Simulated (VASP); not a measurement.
# Be3TeSe2 (P4mm) in VASP: single point with PBE

Aim: the single point of Be3TeSe2 with PBE.

Everything below comes from runs of VASP 6.6.1. Logs are shortened: lines on timing, memory, paths and dates and some standing lists are left out, and cuts for length are marked.

### 1 The cell of the first run

It takes space group P4mm (No. 99, tetragonal). Conventional cell: a = 4.804 Å, b = 4.804 Å, c = 4.657 Å, α = 90.00°, β = 90.00°, γ = 90.00°. Be (site symmetry 4mm) has 2 Te at 2.33 Å and 4 Se at 2.40 Å within 3.1 Å. Be (site symmetry 4mm) has 2 Be at 2.32 to 2.34 Å and 4 Se at 2.68 Å within 3.1 Å. Within 3.1 Å of Be (site symmetry 4mm) lie 2 Be at 2.32 to 2.34 Å and 4 Se at 2.67 Å. Within 3.1 Å of Te (site symmetry 4mm) lie 2 Be at 2.33 Å. Se (site symmetry 2mm) has 6 Be at 2.40 to 2.68 Å within 3.2 Å.

### 2 Single point, PBE

INCAR

```
SYSTEM = Be3TeSe2
PREC = Accurate
ENCUT = 600
EDIFF = 1E-6
ISMEAR = 0
SIGMA = 0.15
LREAL = .False.
LASPH = .True.
NELM = 120
ALGO = Normal
ISIF = 2
LWAVE = .False.
LCHARG = .False.
GGA = PE
NBANDS = 21
GGA_COMPAT = .False.
```

KPOINTS

```
regular mesh
0
Gamma
  3 3 2
  0 0 0
```

POSCAR

```
Be3TeSe2
1.0
    4.8038092717      0.0000000000      0.0000000000
    0.0000000000      4.8038092717      0.0000000000
    0.0000000000      0.0000000000      4.6566003373
Be Te Se
3 1 2
Direct
    0.5000000000      0.5000000000     -0.1358805348
    0.0000000000      0.0000000000      0.6178306304
    0.0000000000      0.0000000000      0.1204714531
    0.5000000000      0.5000000000      0.3647586299
    0.5000000000      0.0000000000      0.8711632707
    0.0000000000      0.5000000000      0.8711632707
```

Potentials or basis: VASP PAW PBE potentials, release 64 (Be, Te, Se).

Run with:

```
$ cat potpaw_PBE.64/Be/POTCAR potpaw_PBE.64/Te/POTCAR potpaw_PBE.64/Se/POTCAR > POTCAR
$ mpirun -np 1 vasp_std > vasp.out
```

OUTCAR:

```text
SYSTEM = Be3TeSe2
   PREC = Accurate
   ENCUT = 600
   EDIFF = 1E-6
   ISMEAR = 0
   LREAL = .False.
   LASPH = .True.
   NELM = 120
   ISIF = 2
   GGA = PE

 ion  position               nearest neighbor table
   1  0.500  0.500  0.864-   4 2.33   4 2.33   5 2.40   6 2.40   5 2.40   6 2.40
   2  0.000  0.000  0.618-   3 2.32   3 2.34
   3  0.000  0.000  0.120-   2 2.32   2 2.34
   4  0.500  0.500  0.365-   1 2.33   1 2.33
   5  0.500  0.000  0.871-   1 2.40   1 2.40
   6  0.000  0.500  0.871-   1 2.40   1 2.40

  LATTYP: Found a simple tetragonal cell.
 ALAT       =     4.8038092717
 C/A-ratio  =     0.9693557912

  Lattice vectors:

 A1 = (   4.8038092717,   0.0000000000,   0.0000000000)
 A2 = (   0.0000000000,   4.8038092717,   0.0000000000)
 A3 = (   0.0000000000,   0.0000000000,   4.6566003373)

Analysis of symmetry for initial positions (statically):
=====================================================================
 Subroutine PRICEL returns:
 Original cell was already a primitive cell.

 Routine SETGRP: Setting up the symmetry group for a
 simple tetragonal supercell.

 Subroutine GETGRP returns: Found  8 space group operations
 (whereof  8 operations were pure point group operations)
 out of a pool of 16 trial point group operations.

The static configuration has the point symmetry C_4v.

Analysis of symmetry for dynamics (positions and initial velocities):
=====================================================================
 Subroutine PRICEL returns:
 Original cell was already a primitive cell.

 Routine SETGRP: Setting up the symmetry group for a
 simple tetragonal supercell.

 Subroutine GETGRP returns: Found  8 space group operations
 (whereof  8 operations were pure point group operations)
 out of a pool of 16 trial point group operations.

The dynamic configuration has the point symmetry C_4v.

 Subroutine INISYM returns: Found  8 space group operations
 (whereof  8 operations are pure point group operations),
 and found     1 'primitive' translations

----------------------------------------------------------------------------------------

                                     Primitive cell

  volume of cell :     107.4584

  direct lattice vectors                    reciprocal lattice vectors
     4.803809272  0.000000000  0.000000000     0.208168131  0.000000000  0.000000000
     0.000000000  4.803809272  0.000000000     0.000000000  0.208168131  0.000000000
     0.000000000  0.000000000  4.656600337     0.000000000  0.000000000  0.214748943

  length of vectors
     4.803809272  4.803809272  4.656600337     0.208168131  0.208168131  0.214748943

  position of ions in fractional coordinates (direct lattice)
     0.500000000  0.500000000  0.864119465
     0.000000000  0.000000000  0.617830630
     0.000000000  0.000000000  0.120471453
     0.500000000  0.500000000  0.364758630
     0.500000000  0.000000000  0.871163271
     0.000000000  0.500000000  0.871163271

  ion indices of the primitive-cell ions
   primitive index   ion index
                 1           1
                 2           2
                 3           3
                 4           4
                 5           5
                 6           6

----------------------------------------------------------------------------------------

 KPOINTS: regular mesh

Automatic generation of k-mesh.
 Grid dimensions read from file:
 generate k-points for:    3    3    2

 Generating k-lattice:

  Cartesian coordinates                     Fractional coordinates (reciprocal lattice)
     0.069389377  0.000000000  0.000000000     0.333333333  0.000000000  0.000000000
     0.000000000  0.069389377  0.000000000     0.000000000  0.333333333  0.000000000
     0.000000000  0.000000000  0.107374471     0.000000000  0.000000000  0.500000000

  Length of vectors
     0.069389377  0.069389377  0.107374471

  Shift w.r.t. Gamma in fractional coordinates (k-lattice)
     0.000000000  0.000000000  0.000000000

 Subroutine IBZKPT returns following result:
 ===========================================

 Found      6 irreducible k-points:

 Following reciprocal coordinates:
            Coordinates               Weight
  0.000000  0.000000  0.000000      1.000000
  0.333333  0.000000  0.000000      4.000000
  0.333333  0.333333  0.000000      4.000000
  0.000000  0.000000  0.500000      1.000000
  0.333333  0.000000  0.500000      4.000000
  0.333333  0.333333  0.500000      4.000000
   k-points           NKPTS =      6   k-points in BZ     NKDIM =      6   number of bands    NBANDS=     21
   number of dos      NEDOS =    301   number of ions     NIONS =      6
   total plane-waves  NPLWV =  64000
   dimension x,y,z NGX =    40 NGY =   40 NGZ =   40
   dimension x,y,z NGXF=    80 NGYF=   80 NGZF=   80
   ions per type =               3   1   2
   NGX,Y,Z   is equivalent  to a cutoff of  13.84, 13.84, 14.28 a.u.
   NGXF,Y,Z  is equivalent  to a cutoff of  27.69, 27.69, 28.56 a.u.
 SYSTEM =  Be3TeSe2
   PREC   = accura    normal or accurate (medium, high low for compatibility)
   ISTART =      0    job   : 0-new  1-cont  2-samecut
   ICHARG =      2    charge: 1-file 2-atom 10-const
   ISPIN  =      1    spin polarized calculation?
   LNONCOLLINEAR =      F non collinear calculations
   LSORBIT =      F    spin-orbit coupling
   LASPH  =      T    aspherical Exc in radial PAW
   ENCUT  =  600.0 eV  44.10 Ry    6.64 a.u.   9.59  9.59  9.30*2*pi/ulx,y,z
   NELM   =    120;   NELMIN=  2; NELMDL= -5     # of ELM steps
   EDIFF  = 0.1E-05   stopping-criterion for ELM
   LREAL  =      F    real-space projection
   EDIFFG = 0.1E-04   stopping-criterion for IOM
   NSW    =      0    number of steps for IOM
   IBRION =     -1    ionic relax: 0-MD 1-quasi-New 2-CG
   NFREE  =      0    steps in history (QN), initial steepest desc. (CG)
   ISIF   =      2    stress and relaxation
   ISYM   =      2    0-nonsym 1-usesym 2-fastsym
   POTIM  = 0.5000    time-step for ionic-motion
   TEBEG  =    0.0;   TEEND  =   0.0 temperature during run
   PSTRESS=    0.0 pullay stress
   NELECT =      24.0000    total number of electrons
   NUPDOWN=      -1.0000    fix difference up-down
   EMIN   =  10.00;   EMAX   =-10.00  energy-range for DOS
   EFERMI =   0.00;   METHOD = LEGACY
   ISMEAR =     0;   SIGMA  =   0.15  broadening in eV -4-tet -1-fermi 0-gaus
   EFERMI_NEDOS =   21; number of points for ismear=-14 and -15
   IALGO  =     38    algorithm
   IMIX   =      4    mixing-type and parameters
     AMIX     =   0.40;   BMIX     =  1.00
     AMIX_MAG =   1.60;   BMIX_MAG =  1.00
  volume/ion in A,a.u.               =      17.91       120.86
  Fermi-wavevector in a.u.,A,eV,Ry     =   0.993265  1.876998 13.423170  0.986575
  Thomas-Fermi vector in A             =   2.125135
   LORBIT       =      0    0 simple, 1 ext, 2 COOP (PROOUT), +10 PAW based schemes
   GGA     = PE    functional components
   LHFCALC =     F    Hartree Fock is set to
   AEXX    =    0.0000 exact exchange contribution
   IVDW    =     0    specifies the selected vdW correction
   LEPSILON=     F    determine dielectric tensor
   LRPA    =     F    only Hartree local field effects (RPA)
 non-spin polarized calculation
 Gauss-broadening in eV      SIGMA  =   0.15
  energy-cutoff  :      600.00
  volume of cell :      107.46
 maximum number of plane-waves:      3639
 NGX is ok and might be reduce to    40
   NGX = 19   NGY = 19   NGZ = 19

 number of electron      24.0000000 magnetization

 Free energy of the ion-electron system (eV)
  ---------------------------------------------------
  ext. energy  EPLUGINS =         0.00000000
  ---------------------------------------------------
  free energy    TOTEN  =       -19.15130500 eV

  energy without entropy =      -19.11396141  energy(sigma->0) =      -19.13263321

 E-fermi :   5.0910     XC(G=0):  -9.7690

 val. band max:        5.0468928000   @ k =   0.3333   0.0000   0.5000
 cond. band min:       5.1413844845   @ k =   0.0000   0.0000   0.0000
 fundamental gap:      0.0944916846
 Fermi energy:         5.0909588299

 k-point     1 :       0.0000    0.0000    0.0000
  band No.  band energies     occupation
      1      -9.3874      2.00000
      2      -6.9348      2.00000
      3      -5.4305      2.00000
      4      -0.7623      2.00000
      5      -0.7623      2.00000
      6      -0.4460      2.00000
[... 13 lines left out ...]
     20      11.2184      0.00000
     21      11.2184      0.00000

 k-point     2 :       0.3333    0.0000    0.0000
  band No.  band energies     occupation
      1      -8.9188      2.00000
      2      -7.6520      2.00000
      3      -5.5939      2.00000
      4      -0.2136      2.00000
      5      -0.0478      2.00000
      6       0.0026      2.00000
[... 13 lines left out ...]
     20      11.6501      0.00000
     21      11.6523      0.00000

 k-point     3 :       0.3333    0.3333    0.0000
  band No.  band energies     occupation
      1      -8.5115      2.00000
      2      -7.7702      2.00000
      3      -6.1825      2.00000
      4      -1.3091      2.00000
      5       0.3079      2.00000
      6       0.4240      2.00000
[... 13 lines left out ...]
     20      11.8853      0.00000
     21      12.6457      0.00000

 k-point     4 :       0.0000    0.0000    0.5000
  band No.  band energies     occupation
      1      -8.9248      2.00000
      2      -6.8814      2.00000
      3      -6.6145      2.00000
      4      -0.1571      2.00000
      5      -0.1571      2.00000
      6       1.1834      2.00000
[... 13 lines left out ...]
     20      12.9752      0.00000
     21      13.7866      0.00000

 k-point     5 :       0.3333    0.0000    0.5000
  band No.  band energies     occupation
      1      -8.4989      2.00000
      2      -7.4893      2.00000
      3      -6.4767      2.00000
      4      -0.6463      2.00000
      5      -0.0078      2.00000
      6       0.4237      2.00000
[... 13 lines left out ...]
     20      12.3472      0.00000
     21      12.9693      0.00000

 k-point     6 :       0.3333    0.3333    0.5000
  band No.  band energies     occupation
      1      -8.1949      2.00000
      2      -7.6610      2.00000
      3      -6.3468      2.00000
      4      -2.0419      2.00000
      5      -0.8910      2.00000
      6       0.2327      2.00000
[... 13 lines left out ...]
     20      11.0533      0.00000
     21      11.4946      0.00000

------------------------ aborting loop because EDIFF is reached ----------------------------------------

  FORCE on cell =-STRESS in cart. coord.  units (eV):
  Direction    XX          YY          ZZ          XY          YZ          ZX
  --------------------------------------------------------------------------------------
  -------------------------------------------------------------------------------------
  Total        0.0599074      0.0599074      0.0235436      0.0000000      0.0000000      0.0000000
  in kB        0.8932037      0.8932037      0.3510294      0.0000000      0.0000000      0.0000000
  external PRESSURE =       0.7124789 kB  Pullay stress =       0.0000000 kB

 VOLUME and BASIS-vectors are now :
 -----------------------------------------------------------------------------
  energy-cutoff  :      600.00
  volume of cell :      107.46
      direct lattice vectors                 reciprocal lattice vectors
     4.803809272  0.000000000  0.000000000     0.208168131  0.000000000  0.000000000
     0.000000000  4.803809272  0.000000000     0.000000000  0.208168131  0.000000000
     0.000000000  0.000000000  4.656600337     0.000000000  0.000000000  0.214748943

 POSITION                                       TOTAL-FORCE (eV/Angst)
 -----------------------------------------------------------------------------------
      2.40190      2.40190      4.02386         0.000000     -0.000000      0.032758
      0.00000      0.00000      2.87699         0.000000      0.000000     -0.018115
      0.00000      0.00000      0.56099         0.000000      0.000000      0.036823
      2.40190      2.40190      1.69854         0.000000     -0.000000      0.032727
      2.40190      0.00000      4.05666         0.000000      0.000000     -0.042097
      0.00000      2.40190      4.05666        -0.000000      0.000000     -0.042097
 -----------------------------------------------------------------------------------
    total drift:                                0.000000      0.000000      0.000050

  FREE ENERGIE OF THE ION-ELECTRON SYSTEM (eV)
  ---------------------------------------------------
  free  energy   TOTEN  =       -19.1513050034 eV

  energy  without entropy=      -19.1139614100  energy(sigma->0) =      -19.13263321
```

Wall time 22 s (1 thread of Intel Xeon Platinum 8488C (Sapphire Rapids), shared host); peak memory 0.24 GiB.

What came out:

```
Free energy            : -19.1513 eV
Pressure               : 0.1 GPa
Largest force          : 0.042 eV/Å
Band gap on the k mesh : zero (band 12 reaches 5.72 eV, above the bottom of band 13 at 4.24 eV)
```

Forces on the atoms (eV/Å):
```
Be   0.000  0.000  0.033
Be   0.000  0.000 -0.018
Be   0.000  0.000  0.037
Te   0.000  0.000  0.033
Se   0.000  0.000 -0.042
Se   0.000  0.000 -0.042
```

Caveat: the k points lie up to 0.67 Å⁻¹ apart; spin-orbit coupling is left out, which moves the levels of the heavy elements.
